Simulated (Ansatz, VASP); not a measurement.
**Ga in VASP and in Ansatz**

INCAR

```
ALGO = Normal
EDIFF = 1E-6
ENCUT = 520
GGA = PS
ISIF = 2
ISMEAR = -1
LASPH = T
LCHARG = F
LREAL = F
LWAVE = F
NBANDS = 20
NELM = 100
PREC = Accurate
SIGMA = 0.1
```

File KPOINTS:

```
k-points
0
Gamma
  14 14 8
```

File POSCAR:

```
Ga
1.0
    3.0418305135      0.0000000000      0.0000000000
   -1.5209152568      2.6343024987      0.0000000000
    0.0000000000      0.0000000000      4.8113089699
Ga
2
Direct
    0.3333333333      0.6666666667      0.2500000000
    0.6666666667      0.3333333333      0.7500000000
```

Input for Ansatz:

```yaml
crystal:
  lattice:
    - [3.0418305135, 0.0, 0.0]
    - [-1.5209152568, 2.6343024987, 0.0]
    - [0.0, 0.0, 4.8113089699]
  atoms:
    - { symbol: Ga, position: [0.3333333333, 0.6666666667, 0.25] }
    - { symbol: Ga, position: [0.6666666667, 0.3333333333, 0.75] }
hamiltonian:
  xc: pbesol
  pseudopotentials:
    kind: paw
    azcp:
      Ga: "pseudopotentials/Ga.paw.azcp"
basis:
  ecutwfc: 420
  fft_grid_basis: typed
kpoints:
  mp_grid: { grid: [14, 14, 8], shift: [0, 0, 0] }
magnetization:
  spin_polarized: false
scf:
  occupations: { method: fermi_dirac, width: 0.1 }
  lower_state_search: "off"
output:
  stress: true
```

Alike in both runs: task single point; functional PBEsol; k mesh 14 × 14 × 8; occupations fermi-dirac, width 0.1 eV; no spin polarisation.

|  | VASP | Ansatz |
| --- | --- | --- |
| version | VASP 6.6.1 | Ansatz 0.2.0 |
| potentials or method | VASP PAW PBE potentials, release 64 (Ga_d), cutoff 520 eV | plane waves (420 eV) with PAW, scalar-relativistic |
| valence electrons in the cell | 26 | 26 |

Ansatz gave:

```
pressure (GPa)                                                : -3.6
traceless stress, the component that is largest in VASP (GPa) : 0.24
```

Question: Which values does VASP return?

Answer: Pressure (GPa): -3.5; traceless stress, the component that is largest in VASP (GPa): 0.24.

VASP's potentials were made for PBE, not for PBEsol, and Ansatz warns of the same on its side.
